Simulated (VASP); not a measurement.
Set up this calculation in VASP 6.6.1, as the native input.

- Task: single point
- Functional: PBE
- Potentials or basis: VASP PAW PBE potentials, release 64 (Hf_pv, Si, O)
- Cutoff: 520 eV
- k mesh: 6 × 6 × 6
- Occupations: gaussian, width 0.02 eV
- Spin: no spin polarisation
- Dipole correction: no
- Further INCAR settings: ALGO = Normal; EDIFF = 1e-06; NBANDS = 50

The structure of HfSiO4 lies in POSCAR:

```
HfSiO4
1.0
   -3.3232915201      3.3232915201      3.0072579295
    3.3232915201     -3.3232915201      3.0072579295
    3.3232915201      3.3232915201     -3.0072579295
Hf Si O
2 2 8
Direct
    0.0000000000      0.0000000000      0.0000000000
    0.7500000000      0.2500000000      0.5000000000
    0.2500000000      0.7500000000      0.5000000000
    0.5000000000      0.5000000000      0.0000000000
    0.1347237699      0.3189037167      0.8158200532
    0.0689037167      0.7530836635      0.6841799468
    0.0689037167      0.3847237699      0.3158200532
    0.5030836635      0.3189037167      0.1841799468
    0.6810962833      0.4969163365      0.8158200532
    0.6152762301      0.9310962833      0.6841799468
    0.2469163365      0.9310962833      0.3158200532
    0.6810962833      0.8652762301      0.1841799468
```

The input as run:

INCAR

```
PREC = Accurate
ENCUT = 520
EDIFF = 1E-6
ISMEAR = 0
SIGMA = 0.02
LREAL = False
LASPH = True
NELM = 80
ALGO = Normal
ISIF = 2
LWAVE = False
LCHARG = False
GGA = PE
NBANDS = 50
```

KPOINTS

```
regular mesh
0
Gamma
  6 6 6
```

Potentials or basis: VASP PAW PBE potentials, release 64 (Hf_pv, Si, O).

Launch:

```sh
$ cat potpaw_PBE.64/Hf_pv/POTCAR potpaw_PBE.64/Si/POTCAR potpaw_PBE.64/O/POTCAR > POTCAR
$ mpirun -np 1 vasp_std > vasp.out
```

It gave:

- Pressure: -1.7 GPa
- Largest force: 0.181 eV/Å
- Band gap on the k mesh: 5.27 eV (least direct gap 5.59 eV)

Caveat: spin-orbit coupling is left out, which moves the levels of the heavy elements.

Run time: 2.3 min on 1 thread of Intel(R) Xeon(R) Platinum 8488C (Sapphire Rapids) (shared host), peak memory 0.35 GiB.
